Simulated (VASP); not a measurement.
# NaF (I4/mmm) in VASP: settings compared, part 2 of 2

VASP 6.6.1. The steps go on from the part before.

### 4 Single point, HSE06 (biaxial xy strain -5.8%)

POSCAR

```
NaF
1.0
    0.0000000000      2.1634729054      2.2971680881
    2.1634729054      0.0000000000      2.2971680881
    2.1634729054      2.1634729054      0.0000000000
Na F
1 1
Direct
    0.0000000000      0.0000000000      0.0000000000
    0.5000000000      0.5000000000      0.5000000000
```

INCAR.step1

```
SYSTEM = NaF
  PREC = Accurate
  ENCUT = 520
  EDIFF = 1E-5
  ISMEAR = 0
  SIGMA = 0.01
  LREAL = .FALSE.
  LASPH = .TRUE.
  NELM = 100
  ALGO = Normal
  ISIF = 2
  LWAVE = .TRUE.
  LCHARG = .FALSE.
  NBANDS = 14
  GGA = PE
```

INCAR.step2

```
SYSTEM = NaF
  PREC = Accurate
  ENCUT = 520
  EDIFF = 1E-6
  ISMEAR = 0
  SIGMA = 0.01
  LREAL = .FALSE.
  LASPH = .TRUE.
  NELM = 100
  ALGO = Normal
  ISIF = 2
  LWAVE = .FALSE.
  LCHARG = .FALSE.
  GGA = PE
  LHFCALC = .TRUE.
  HFSCREEN = 0.2079
  PRECFOCK = Normal
  NBANDS = 14
  ISTART = 1
```

KPOINTS

```
regular mesh
0
G
  6 6 6
  0 0 0
```

Potentials or basis: VASP PAW PBE potentials, release 64 (Na_pv, F).

Command:

```bash
$ cat potpaw_PBE.64/Na_pv/POTCAR potpaw_PBE.64/F/POTCAR > POTCAR
$ cp INCAR.step1 INCAR
$ mpirun -np 1 vasp_std > vasp.out
$ cp INCAR.step2 INCAR
$ mpirun -np 1 vasp_std > vasp.out
```

OUTCAR:

```text
SYSTEM = NaF
   PREC = Accurate
   ENCUT = 520
   EDIFF = 1E-6
   ISMEAR = 0
   LREAL = .FALSE.
   LASPH = .TRUE.
   NELM = 100
   ISIF = 2
   GGA = PE
   LHFCALC = .TRUE.
   HFSCREEN = 0.2079
   PRECFOCK = Normal
   ISTART = 1

 ion  position               nearest neighbor table
   1  0.000  0.000  0.000-   2 2.16   2 2.16   2 2.16   2 2.16   2 2.30   2 2.30
   2  0.500  0.500  0.500-   1 2.16   1 2.16   1 2.16   1 2.16   1 2.30   1 2.30

  LATTYP: Found a body centered tetragonal cell.
 ALAT       =     3.0596127246
 C/A-ratio  =     1.5016070953

  Lattice vectors:

 A1 = (  -2.1634729054,   0.0000000000,   2.2971680881)
 A2 = (   2.1634729054,   0.0000000000,   2.2971680881)
 A3 = (   0.0000000000,   2.1634729054,  -2.2971680881)

Analysis of symmetry for initial positions (statically):
=====================================================================
 Subroutine PRICEL returns:
 Original cell was already a primitive cell.

 Routine SETGRP: Setting up the symmetry group for a
 body centered tetragonal supercell.

 Subroutine GETGRP returns: Found 16 space group operations
[... 178 lines left out ...]
 Fermi energy:        -2.9908152974

 k-point     1 :       0.0000    0.0000    0.0000
  band No.  band energies     occupation
      1     -24.1147      2.00000
      2     -23.0170      2.00000
      3     -23.0080      2.00000
      4     -23.0080      2.00000
      5      -3.1046      2.00000
      6      -3.0932      2.00000
      7      -3.0932      2.00000
      8       6.2777      0.00000
      9      19.1427      0.00000
     10      19.6004      0.00000
     11      19.6005      0.00000
     12      22.3830      0.00000
     13      24.2578      0.00000
     14      26.1641      0.00000
[... 377 lines left out ...]
      1     -24.1060      2.00000
      2     -23.1440      2.00000
      3     -23.0836      2.00000
      4     -22.7803      2.00000
      5      -4.5521      2.00000
      6      -3.8263      2.00000
      7      -3.5960      2.00000
      8      12.5942      0.00000
      9      13.1220      0.00000
     10      16.5929      0.00000
     11      20.6208      0.00000
     12      21.1864      0.00000
     13      27.9073      0.00000
     14      28.4692      0.00000

 [... further k-points ...]
[... 5 lines left out ...]
  --------------------------------------------------------------------------------------
  -------------------------------------------------------------------------------------
  Total        1.9612251      1.9612251      0.6780994      0.0000000      0.0000000      0.0000000
  in kB      146.1209003    146.1209003     50.5217356      0.0000000      0.0000000      0.0000000
  external PRESSURE =     114.2545120 kB  Pullay stress =       0.0000000 kB

 VOLUME and BASIS-vectors are now :
 -----------------------------------------------------------------------------
  energy-cutoff  :      520.00
  volume of cell :       21.50
      direct lattice vectors                 reciprocal lattice vectors
     0.000000000  2.163472905  2.297168088    -0.231109897  0.231109897  0.217659301
     2.163472905  0.000000000  2.297168088     0.231109897 -0.231109897  0.217659301
     2.163472905  2.163472905  0.000000000     0.231109897  0.231109897 -0.217659301

 POSITION                                       TOTAL-FORCE (eV/Angst)
 -----------------------------------------------------------------------------------
      0.00000      0.00000      0.00000         0.000000      0.000000     -0.000000
      2.16347      2.16347      2.29717         0.000000      0.000000      0.000000
 -----------------------------------------------------------------------------------
    total drift:                                0.000000      0.000000     -0.000000

  FREE ENERGIE OF THE ION-ELECTRON SYSTEM (eV)
  ---------------------------------------------------
  free  energy   TOTEN  =       -10.1804339329 eV

  energy  without entropy=      -10.1804339329  energy(sigma->0) =      -10.18043393
```

OUTCAR.step1:

```text
SYSTEM = NaF
   PREC = Accurate
   ENCUT = 520
   EDIFF = 1E-5
   ISMEAR = 0
   LREAL = .FALSE.
   LASPH = .TRUE.
[... 630 lines left out ...]
      0.00000      0.00000      0.00000         0.000000      0.000000      0.000000
      2.16347      2.16347      2.29717         0.000000      0.000000      0.000000
 -----------------------------------------------------------------------------------
    total drift:                                0.000000     -0.000000      0.000000

  FREE ENERGIE OF THE ION-ELECTRON SYSTEM (eV)
  ---------------------------------------------------
  free  energy   TOTEN  =        -8.3834809293 eV

  energy  without entropy=       -8.3834809293  energy(sigma->0) =       -8.38348093
```

It took 21 min on 1 thread of Intel Xeon Platinum 8259CL at 2.50GHz (Skylake/Cascade Lake), shared host; peak memory 0.24 GiB.

What came out:

```yaml
Free_energy: -10.1804 eV
Pressure: 11.4 GPa
Band_gap_on_the_k_mesh: 9.37 eV
```

Stress tensor (GPa, compression positive):
```
14.61  0.00  0.00
 0.00 14.61  0.00
 0.00  0.00  5.05
```

Levels at points of the mesh, in eV from the valence-band top:
```csv
k point,band 5,band 6,band 7,band 8,band 9,band 10
"(0.00, 0.00, 0.00)",-0.01,0.00,0.00,9.37,22.24,22.69
"(0.50, 0.00, 0.00)",-1.99,-0.40,-0.34,14.00,16.22,23.73
"(0.50, 0.50, 0.00)",-1.66,-0.43,-0.43,16.31,16.50,17.53
"(0.50, 0.00, 0.50)",-1.53,-0.60,-0.50,15.86,17.18,17.63
```

Caveat: the cell differs from its parent crystal (biaxial xy strain -5.8%); the cell stands under pressure; the PAW data sets were made with another functional, which shifts forces and pressure a little.

### 5 The runs side by side

| level | k mesh | smearing | grid for exact exchange (PRECFOCK) | share of exact exchange | screening parameter | gap on the mesh (eV) | pressure (GPa) |
| --- | --- | --- | --- | --- | --- | --- | --- |
| PBE | 10 × 10 × 10 | fermi-dirac 0.02 eV | - | - | - | 7.14 | 13.8 |
| r2SCAN | 10 × 10 × 10 | gaussian 0.01 eV | - | - | - | 8.04 | 9.0 |
| HSE06 | 6 × 6 × 6 | gaussian 0.01 eV | Normal | 0.25 | 0.2079 1/Å | 9.37 | 11.4 |

Alike in all rows: task single point; potentials or basis VASP PAW PBE potentials, release 64 (Na_pv, F); no spin polarisation; cell as given; cutoff (eV) 520.

Caveats: the cell stands under pressure; the PAW data sets were made with another functional, which shifts forces and pressure a little (at least some runs).

Total energies depend on the potentials used, so only differences within one code and one set of settings carry meaning.
